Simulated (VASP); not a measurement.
Input of a VASP 6.6.1 run:

Contents of INCAR:

```
  PREC = Accurate
  ENCUT = 520
  EDIFF = 1E-6
  ISMEAR = 0
  SIGMA = 0.1
  LREAL = False
  LASPH = True
  NELM = 80
  ALGO = Normal
  ISIF = 2
  LWAVE = False
  LCHARG = False
  GGA = PE
  NBANDS = 8
```

Contents of KPOINTS:

```
Automatic mesh
0
Gamma
  9 9 6
```

File POSCAR:

```
Si
1.0
    2.6611274087      0.0000000000      0.0000000000
   -1.3305637043      2.3046039386      0.0000000000
    0.0000000000      0.0000000000      2.4485948134
Si
1
Direct
    0.0000000000      0.0000000000      0.0000000000
```

Potentials or basis: VASP PAW PBE potentials, release 64 (Si).

Command:

```sh
$ cat potpaw_PBE.64/Si/POTCAR > POTCAR
$ mpirun -np 1 vasp_std > vasp.out
```

Predict the pressure.

0.0 GPa.

Estimate the band gap on the k mesh.

zero (bands 2 and 3 overlap by 12.20 eV).

Caveat: the k points lie up to 0.43 Å⁻¹ apart, too coarse for converged energies and pressures of a metal.
